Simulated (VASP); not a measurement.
# VRu (Pm-3m) in VASP: single point with LDA

Aim: the single point of VRu with LDA.

All numbers are computed with VASP 6.6.1; they aren't measurements. Logs are shortened: lines on timing, memory, paths and dates and some standing lists are left out, and cuts for length are marked.

**1. The cell of the first run**

It takes space group Pm-3m (No. 221, cubic). Conventional cell: a = 2.990 Å, b = 2.990 Å, c = 2.990 Å, α = 90.00°, β = 90.00°, γ = 90.00°. Within 3.4 Å of V (site symmetry m-3m) lie 8 Ru at 2.59 Å and 6 V at 2.99 Å. Within 3.4 Å of Ru (site symmetry m-3m) lie 8 V at 2.59 Å and 6 Ru at 2.99 Å.

**2. Single point, LDA, collinear spin, ferromagnetic start**

Contents of INCAR:

```
SYSTEM = VRu
ALGO     = Normal         ! electronic algorithm
EDIFF    = 1E-6           ! SCF threshold, eV
ENCUT    = 520            ! plane-wave cutoff, eV
ISIF     = 2              ! what is computed and relaxed
ISMEAR   = -1             ! smearing method
ISPIN    = 2              ! spin polarisation
LASPH    = .True.         ! aspherical terms in the spheres
LCHARG   = .False.        ! write CHGCAR
LMAXMIX  = 4              ! l up to which the mixer works
LORBIT   = 11             ! projections on sites
LREAL    = .False.        ! projectors in reciprocal space
LWAVE    = .False.        ! write WAVECAR
MAGMOM   = 2 2            ! initial moments
NBANDS   = 24             ! bands
NELM     = 150            ! most SCF steps
PREC     = Accurate       ! precision mode
SIGMA    = 0.05           ! smearing width, eV
```

Contents of KPOINTS:

```
k-points
0
Gamma
  9 9 9
  0 0 0
```

Contents of POSCAR:

```
VRu
1.0
    2.9900000000      0.0000000000      0.0000000000
    0.0000000000      2.9900000000      0.0000000000
    0.0000000000      0.0000000000      2.9900000000
V Ru
1 1
Direct
    0.5000000000      0.5000000000      0.5000000000
    0.0000000000      0.0000000000      0.0000000000
```

Potentials or basis: VASP PAW LDA potentials, release 64 (V_sv, Ru_pv).

The run is started by

```console
$ cat potpaw_LDA.64/V_sv/POTCAR potpaw_LDA.64/Ru_pv/POTCAR > POTCAR
$ mpirun -np 1 vasp_std > vasp.out
```

OUTCAR:

```text
SYSTEM = VRu
   EDIFF = 1E-6
   ENCUT = 520
   ISIF = 2
   ISMEAR = -1
   ISPIN = 2
   LASPH = .True.
   LORBIT = 11
   LREAL = .False.
   NELM = 150
   PREC = Accurate

 ion  position               nearest neighbor table
   1  0.500  0.500  0.500-   2 2.59   2 2.59   2 2.59   2 2.59   2 2.59   2 2.59   2 2.59   2 2.59

   2  0.000  0.000  0.000-   1 2.59   1 2.59   1 2.59   1 2.59   1 2.59   1 2.59   1 2.59   1 2.59

  LATTYP: Found a simple cubic cell.
 ALAT       =     2.9900000000

  Lattice vectors:

 A1 = (   2.9900000000,   0.0000000000,   0.0000000000)
 A2 = (   0.0000000000,   2.9900000000,   0.0000000000)
 A3 = (   0.0000000000,   0.0000000000,   2.9900000000)

Analysis of symmetry for initial positions (statically):
=====================================================================
 Subroutine PRICEL returns:
 Original cell was already a primitive cell.

 Routine SETGRP: Setting up the symmetry group for a
 simple cubic supercell.

 Subroutine GETGRP returns: Found 48 space group operations
 (whereof 48 operations were pure point group operations)
 out of a pool of 48 trial point group operations.

The static configuration has the point symmetry O_h .

Analysis of symmetry for dynamics (positions and initial velocities):
=====================================================================
 Subroutine PRICEL returns:
 Original cell was already a primitive cell.

 Routine SETGRP: Setting up the symmetry group for a
 simple cubic supercell.

 Subroutine GETGRP returns: Found 48 space group operations
 (whereof 48 operations were pure point group operations)
 out of a pool of 48 trial point group operations.

The dynamic configuration has the point symmetry O_h .

Analysis of structural, dynamic, and magnetic symmetry:
=====================================================================
 Subroutine PRICEL returns:
 Original cell was already a primitive cell.

 Routine SETGRP: Setting up the symmetry group for a
 simple cubic supercell.

 Subroutine GETGRP returns: Found 48 space group operations
 (whereof 48 operations were pure point group operations)
 out of a pool of 48 trial point group operations.

The overall configuration has the point symmetry O_h .

 Subroutine INISYM returns: Found 48 space group operations
 (whereof 48 operations are pure point group operations),
 and found     1 'primitive' translations

----------------------------------------------------------------------------------------

                                     Primitive cell

  volume of cell :      26.7309

[... 106 lines left out ...]
   IMIX   =      4    mixing-type and parameters
     AMIX     =   0.40;   BMIX     =  1.00
     AMIX_MAG =   1.60;   BMIX_MAG =  1.00
  volume/ion in A,a.u.               =      13.37        90.19
  Fermi-wavevector in a.u.,A,eV,Ry     =   1.642574  3.104014 36.709182  2.698049
  Thomas-Fermi vector in A             =   2.732853
   LORBIT       =     11    0 simple, 1 ext, 2 COOP (PROOUT), +10 PAW based schemes
   GGA     = CA    functional components
   LHFCALC =     F    Hartree Fock is set to
   AEXX    =    0.0000 exact exchange contribution
   IVDW    =     0    specifies the selected vdW correction
   LEPSILON=     F    determine dielectric tensor
   LRPA    =     F    only Hartree local field effects (RPA)
 spin polarized calculation
  energy-cutoff  :      520.00
  volume of cell :       26.73
 maximum number of plane-waves:       739
 NGX is ok and might be reduce to    24
   NGX = 11   NGY = 11   NGZ = 11

 number of electron      26.9999991 magnetization      -0.0017698

 number of electron      26.9999991 magnetization       0.0030096

 Free energy of the ion-electron system (eV)
  ---------------------------------------------------
  ext. energy  EPLUGINS =         0.00000000
  ---------------------------------------------------
  free energy    TOTEN  =       -21.02911582 eV

  energy without entropy =      -20.99936843  energy(sigma->0) =      -21.01424212

 E-fermi :  11.9563     XC(G=0): -13.8901

 val. band max:       11.9214932123   @ k =   0.4444   0.2222   0.0000
 cond. band min:      11.9633013123   @ k =   0.3333   0.1111   0.0000
 fundamental gap:      0.0418081001
 Fermi energy:        11.9563477801

 spin component 1

 k-point     1 :       0.0000    0.0000    0.0000
  band No.  band energies     occupation
      1     -52.1331      1.00000
      2     -31.0641      1.00000
      3     -31.0641      1.00000
      4     -31.0641      1.00000
      5     -26.2858      1.00000
      6     -26.2858      1.00000
[... 637 lines left out ...]
     23      26.1635      0.00000
     24      26.8244      0.00000

 [... further k-points ...]

 spin component 2

 k-point     1 :       0.0000    0.0000    0.0000
  band No.  band energies     occupation
      1     -52.1309      1.00000
      2     -31.0641      1.00000
      3     -31.0641      1.00000
      4     -31.0641      1.00000
      5     -26.2836      1.00000
      6     -26.2836      1.00000
[... 637 lines left out ...]
     23      26.1641      0.00000
     24      26.8248      0.00000

 [... further k-points ...]
[... 5 lines left out ...]
  --------------------------------------------------------------------------------------
  -------------------------------------------------------------------------------------
  Total       -1.7431881     -1.7431881     -1.7431881      0.0000000      0.0000000      0.0000000
  in kB     -104.4819477   -104.4819477   -104.4819477      0.0000000      0.0000000      0.0000000
  external PRESSURE =    -104.4819477 kB  Pullay stress =       0.0000000 kB

 VOLUME and BASIS-vectors are now :
 -----------------------------------------------------------------------------
  energy-cutoff  :      520.00
  volume of cell :       26.73
      direct lattice vectors                 reciprocal lattice vectors
     2.990000000  0.000000000  0.000000000     0.334448161  0.000000000  0.000000000
     0.000000000  2.990000000  0.000000000     0.000000000  0.334448161  0.000000000
     0.000000000  0.000000000  2.990000000     0.000000000  0.000000000  0.334448161

 POSITION                                       TOTAL-FORCE (eV/Angst)
 -----------------------------------------------------------------------------------
      1.49500      1.49500      1.49500         0.000000      0.000000      0.000000
      0.00000      0.00000      0.00000         0.000000      0.000000      0.000000
 -----------------------------------------------------------------------------------
    total drift:                                0.000000      0.000000     -0.000000

  FREE ENERGIE OF THE ION-ELECTRON SYSTEM (eV)
  ---------------------------------------------------
  free  energy   TOTEN  =       -21.0291158172 eV

  energy  without entropy=      -20.9993684287  energy(sigma->0) =      -21.01424212

 total charge

# of ion       s       p       d       tot
------------------------------------------
    1        2.335   6.262   3.029  11.626
    2        0.417   6.300   6.012  12.729
--------------------------------------------------
tot          2.752  12.562   9.042  24.355

 magnetization (x)

# of ion       s       p       d       tot
------------------------------------------
    1        0.000   0.000   0.002   0.002
    2        0.000   0.000   0.000   0.000
--------------------------------------------------
tot          0.000   0.000   0.002   0.002
```

stdout:

```text
POSCAR found type information on POSCAR V Ru
 POSCAR found :  2 types and       2 ions
 scaLAPACK will be used
 LDA part: xc-table for (Slater(with rela. corr.)+CA(PZ))
 , standard interpolation
 POSCAR, INCAR and KPOINTS ok, starting setup
 FFT: planning ... GRIDC
 FFT: planning ... GRID_SOFT
 FFT: planning ... GRID
 WAVECAR not read
 entering main loop
```

It took 46 s on 1 thread of Intel Xeon 8259CL, shared host; peak memory 0.16 GiB.

Results:

| Property | Result |
| --- | --- |
| Free energy | -21.0291 eV |
| Pressure | -10.4 GPa |
| Net moment | 0.00 μB per cell |
| Valence electrons inside the program's atomic spheres | V 11.63; Ru 12.73 |

Levels at points of the mesh, in eV from the Fermi level:
Spin up:
```csv
k point,band 9,band 10,band 11,band 12,band 13,band 14,band 15,band 16,band 17,band 18
"(0.00, 0.00, 0.00)",-5.76,-5.76,-2.13,-2.13,-2.13,0.62,0.62,2.25,2.25,2.25
```
Spin down:
```
           k point  band 9  band 10  band 11  band 12  band 13  band 14  band 15  band 16  band 17  band 18
(0.00, 0.00, 0.00)   -5.76    -5.76    -2.13    -2.13    -2.13     0.62     0.62     2.25     2.25     2.25
```

Caveat: the cell stands under tension; an empty level that is flat over the whole mesh can mark a ghost state of the potentials, or a narrow d or f band.
